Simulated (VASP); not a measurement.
# CoPdO2 (R-3m) in VASP: settings compared, part 2 of 2

VASP 6.6.1. The steps go on from the part before.

## Step 5: Single point, PBE, collinear spin, ferromagnetic start

This run uses another cell than the first one, of 10.15 Å³/atom.

INCAR

```
SYSTEM = CoPdO2
PREC     = Accurate       ! precision mode
ENCUT    = 520            ! plane-wave cutoff, eV
EDIFF    = 1E-7           ! SCF threshold, eV
ISMEAR   = -1             ! smearing method
SIGMA    = 0.05           ! smearing width, eV
LREAL    = .False.        ! projectors in reciprocal space
LASPH    = .True.         ! aspherical terms in the spheres
NELM     = 150            ! most SCF steps
ALGO     = Normal         ! electronic algorithm
ISIF     = 2              ! what is computed and relaxed
LWAVE    = .False.        ! write WAVECAR
LCHARG   = .False.        ! write CHGCAR
ISPIN    = 2              ! spin polarisation
MAGMOM   = 0 2 0 0        ! initial moments
LORBIT   = 11             ! projections on sites
LMAXMIX  = 4              ! l up to which the mixer works
GGA      = PE             ! functional
NBANDS   = 28             ! bands
```

KPOINTS

```
regular mesh
0
Gamma
  11 11 11
  0 0 0
```

POSCAR

```
CoPdO2
1.0
    1.4123403745      0.8154150954      5.8772512790
   -1.4123403745      0.8154150954      5.8772512790
    0.0000000000     -1.6308301908      5.8772512790
Pd Co O
1 1 2
Direct
    0.0000000000      0.0000000000      0.0000000000
    0.5000000000      0.5000000000      0.5000000000
    0.1124760000      0.1124760000      0.1124760000
    0.8875240000      0.8875240000      0.8875240000
```

Command:

```
$ cat potpaw_PBE.64/Pd/POTCAR potpaw_PBE.64/Co/POTCAR potpaw_PBE.64/O/POTCAR > POTCAR
$ mpirun -np 1 vasp_std > vasp.out
```

Wall time 20 min (1 thread of AMD EPYC 7R13 (Zen 3), shared host); peak memory 0.56 GiB.

It converged, with:

```yaml
Free_energy: -25.5746 eV
Pressure: 8.3 GPa
Largest_force: 0.051 eV/Å
Net_moment: 0.00 μB per cell
Valence_electrons_inside_the_program's_atomic_spheres: Pd 9.44; Co 8.48; O 5.01
```

Forces in eV/Å, atoms in the order of the input:
```
Pd   0.000  0.000  0.000
Co   0.000  0.000  0.000
O    0.000  0.000 -0.051
O    0.000  0.000  0.051
```

Stress tensor (GPa, compression positive):
```
7.50 0.00 0.00
0.00 7.50 0.00
0.00 0.00 9.78
```

Levels at points of the mesh, in eV from the Fermi level:
Spin up:
```tsv
k point	band 14	band 15	band 16	band 17	band 18	band 19
(0.00, 0.00, 0.00)	-1.36	-1.36	-0.89	2.27	2.27	3.22
```
Spin down:
```csv
k point,band 13,band 14,band 15,band 16,band 17,band 18,band 19,band 20
"(0.00, 0.00, 0.00)",-1.63,-1.36,-1.36,-0.89,2.27,2.27,3.22,6.62
```

Caveat: the cell stands under pressure; semilocal functionals often make such compounds metallic where correlation or magnetic order opens a gap, which also shifts bond lengths. With open d or f shells a metallic result of PBE can be an artefact of self-interaction; +U or a hybrid may open a gap.

## Step 6: Single point, PBEsol, collinear spin, ferromagnetic start

This run uses another cell than the first one, of 9.94 Å³/atom.

INCAR

```
SYSTEM = CoPdO2
PREC = Accurate ; ENCUT = 520
EDIFF = 1E-7 ; ISMEAR = -1
SIGMA = 0.05 ; LREAL = .FALSE.
LASPH = .TRUE. ; NELM = 150
ALGO = Normal ; ISIF = 2
LWAVE = .FALSE. ; LCHARG = .TRUE.
ISPIN = 2 ; MAGMOM = 0 2 0 0
LORBIT = 11 ; LMAXMIX = 4
GGA = PS ; LELF = .TRUE.
LVHAR = .TRUE. ; NBANDS = 28
```

KPOINTS

```
Automatic mesh
0
G
  11 11 11
  0 0 0
```

POSCAR

```
CoPdO2
1.0
    1.4024635453      0.8097127054      5.8361502750
   -1.4024635453      0.8097127054      5.8361502750
    0.0000000000     -1.6194254107      5.8361502750
Pd Co O
1 1 2
Direct
    0.0000000000      0.0000000000      0.0000000000
    0.5000000000      0.5000000000      0.5000000000
    0.1124760000      0.1124760000      0.1124760000
    0.8875240000      0.8875240000      0.8875240000
```

Potentials or basis: VASP PAW PBE potentials, release 64 (Pd, Co, O).

Command:

```
$ cat potpaw_PBE.64/Pd/POTCAR potpaw_PBE.64/Co/POTCAR potpaw_PBE.64/O/POTCAR > POTCAR
$ mpirun -np 1 vasp_std > vasp.out
```

OUTCAR:

```text
SYSTEM = CoPdO2
   PREC = Accurate
   ENCUT = 520
   EDIFF = 1E-7
   ISMEAR = -1
   LREAL = .FALSE.
   LASPH = .TRUE.
   NELM = 150
   ISIF = 2
   ISPIN = 2
   LORBIT = 11
   GGA = PS

 ion  position               nearest neighbor table
   1  0.000  0.000  0.000-   3 1.97   4 1.97
   2  0.500  0.500  0.500-   3 1.88   4 1.88   3 1.88   3 1.88   4 1.88   4 1.88
   3  0.112  0.112  0.112-   2 1.88   2 1.88   2 1.88   1 1.97
   4  0.888  0.888  0.888-   2 1.88   2 1.88   2 1.88   1 1.97

  LATTYP: Found a trigonal (rhomboedric) cell.
 ALAT       =     6.0566648160
 COS(alpha) =     0.8927626487

  Lattice vectors:

 A1 = (   1.4024635453,   0.8097127054,   5.8361502750)
 A2 = (  -1.4024635453,   0.8097127054,   5.8361502750)
 A3 = (   0.0000000000,  -1.6194254107,   5.8361502750)

Analysis of symmetry for initial positions (statically):
=====================================================================
 Subroutine PRICEL returns:
 Original cell was already a primitive cell.

[... 1649 lines left out ...]
  Direction    XX          YY          ZZ          XY          YZ          ZX
  --------------------------------------------------------------------------------------
  -------------------------------------------------------------------------------------
  Total        0.6283218      0.6283218      1.1250838      0.0000000      0.0000000      0.0000000
  in kB       25.3158449     25.3158449     45.3309897      0.0000000      0.0000000      0.0000000
  external PRESSURE =      31.9875598 kB  Pullay stress =       0.0000000 kB

 VOLUME and BASIS-vectors are now :
 -----------------------------------------------------------------------------
  energy-cutoff  :      520.00
  volume of cell :       39.76
      direct lattice vectors                 reciprocal lattice vectors
     1.402463545  0.809712705  5.836150275     0.356515506  0.205834323  0.057115276
    -1.402463545  0.809712705  5.836150275    -0.356515506  0.205834323  0.057115276
     0.000000000 -1.619425411  5.836150275     0.000000000 -0.411668646  0.057115276

 POSITION                                       TOTAL-FORCE (eV/Angst)
 -----------------------------------------------------------------------------------
      0.00000      0.00000      0.00000         0.000000      0.000000     -0.000000
      0.00000      0.00000      8.75423         0.000000      0.000000     -0.000000
      0.00000      0.00000      1.96928         0.000000     -0.000000     -0.028214
      0.00000      0.00000     15.53917         0.000000      0.000000      0.028214
 -----------------------------------------------------------------------------------
    total drift:                                0.000000      0.000000     -0.000000

  FREE ENERGIE OF THE ION-ELECTRON SYSTEM (eV)
  ---------------------------------------------------
  free  energy   TOTEN  =       -27.7705633940 eV

  energy  without entropy=      -27.7683611191  energy(sigma->0) =      -27.76946226

 total charge

# of ion       s       p       d       tot
------------------------------------------
    1        0.494   0.518   8.468   9.480
    2        0.456   0.722   7.390   8.567
    3        1.554   3.446   0.000   5.000
    4        1.554   3.446   0.000   5.000
--------------------------------------------------
tot          4.058   8.132  15.857  28.047

 magnetization (x)

# of ion       s       p       d       tot
------------------------------------------
    1       -0.000  -0.000  -0.000  -0.000
    2       -0.000  -0.000   0.000  -0.000
    3       -0.000  -0.000   0.000  -0.000
    4       -0.000  -0.000   0.000  -0.000
--------------------------------------------------
tot         -0.000  -0.000  -0.000  -0.000
```

OSZICAR:

```text
N       E                     dE             d eps       ncg     rms          rms(c)
DAV:   1     0.242405354523E+03    0.24241E+03   -0.14309E+04 16496   0.123E+03
DAV:   2    -0.143571988018E+02   -0.25676E+03   -0.22885E+03 17044   0.313E+02
[... 13 lines left out ...]
DAV:  16    -0.277705664608E+02   -0.12637E-05   -0.52476E-06 23196   0.397E-02    0.286E-02
DAV:  17    -0.277705644592E+02    0.20016E-05   -0.16741E-06 20420   0.168E-02    0.170E-02
DAV:  18    -0.277705639501E+02    0.50908E-06   -0.42310E-07 18860   0.603E-03    0.127E-02
DAV:  19    -0.277705635962E+02    0.35389E-06   -0.13919E-07 14112   0.526E-03    0.765E-03
DAV:  20    -0.277705634083E+02    0.18791E-06   -0.15817E-07 14644   0.565E-03    0.267E-03
DAV:  21    -0.277705633940E+02    0.14278E-07   -0.11575E-07 10364   0.277E-03
   1 F= -.27770563E+02 E0= -.27769462E+02  d E =-.220227E-02  mag=    -0.0000
```

stdout:

```text
POSCAR found type information on POSCAR PdCoO
 POSCAR found :  3 types and       4 ions
 scaLAPACK will be used
 -----------------------------------------------------------------------------
|                                                                             |
|                                                                             |
|     You enforced a specific xc type in the INCAR file but a different       |
|     I HOPE YOU KNOW WHAT YOU ARE DOING!                                     |
|                                                                             |
 -----------------------------------------------------------------------------

 LDA part: xc-table for (Slater+PW92), standard interpolation
 POSCAR, INCAR and KPOINTS ok, starting setup
 FFT: planning ... GRIDC
 FFT: planning ... GRID_SOFT
 FFT: planning ... GRID
 WAVECAR not read
 entering main loop
```

It took 53 min on 1 thread of Oxide Virtual Turin-like, shared host; peak memory 0.56 GiB.

Results:

| Quantity | Value |
| --- | --- |
| Free energy | -27.7706 eV |
| Pressure | 3.2 GPa |
| Largest force | 0.028 eV/Å |
| Net moment | 0.00 μB per cell |
| Valence electrons inside the program's atomic spheres | Pd 9.48; Co 8.57; O 5.00 |

Forces on the atoms (eV/Å):
```
Pd   0.000  0.000  0.000
Co   0.000  0.000  0.000
O    0.000  0.000 -0.028
O    0.000  0.000  0.028
```

Caveat: the cell stands under pressure; the PAW data sets were made with another functional, which shifts forces and pressure a little; semilocal functionals often make such compounds metallic where correlation or magnetic order opens a gap, which also shifts bond lengths.
